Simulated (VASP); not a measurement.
Wanted: the native input for a VASP 6.6.1 run.

- Task: single point
- Functional: LDA
- Potentials or basis: VASP PAW LDA potentials, release 64 (Li_sv, S)
- Cutoff: 750 eV
- k mesh: 6 × 6 × 6
- Occupations: gaussian, width 0.1 eV
- Spin: no spin polarisation
- Dipole correction: no
- Further INCAR settings: ALGO = Normal; EDIFF = 1e-06; NBANDS = 13

The structure of Li2S lies in POSCAR:

```
Li2S
1.0
    0.0000000000      2.8540000000      2.8540000000
    2.8540000000      0.0000000000      2.8540000000
    2.8540000000      2.8540000000      0.0000000000
Li S
2 1
Direct
    0.2500000000      0.2500000000      0.2500000000
    0.7500000000      0.7500000000      0.7500000000
    0.0000000000      0.0000000000      0.0000000000
```

The input as run:

INCAR

```
PREC     = Accurate       # precision mode
ENCUT    = 750            # plane-wave cutoff, eV
EDIFF    = 1E-6           # SCF threshold, eV
ISMEAR   = 0              # smearing method
SIGMA    = 0.1            # smearing width, eV
LREAL    = F              # projectors in reciprocal space
LASPH    = T              # aspherical terms in the spheres
NELM     = 120            # most SCF steps
ALGO     = Normal         # electronic algorithm
ISIF     = 2              # what is computed and relaxed
LWAVE    = F              # write WAVECAR
LCHARG   = F              # write CHGCAR
NBANDS   = 13             # bands
GGA_COMPAT= F
```

KPOINTS

```
regular mesh
0
Gamma
  6 6 6
```

Potentials or basis: VASP PAW LDA potentials, release 64 (Li_sv, S).

The run is started by

```bash
$ cat potpaw_LDA.64/Li_sv/POTCAR potpaw_LDA.64/S/POTCAR > POTCAR
$ mpirun -np 1 vasp_std > vasp.out
```

It gave:

```json
{"Pressure": "-3.1 GPa", "Band gap on the k mesh": "3.17 eV (least direct gap 4.04 eV)"}
```

Caveat: the cell stands under tension.

Run time: 24 s on 1 thread of AMD EPYC 9R14 (Zen 4), with other jobs on the host, peak memory 0.13 GiB.
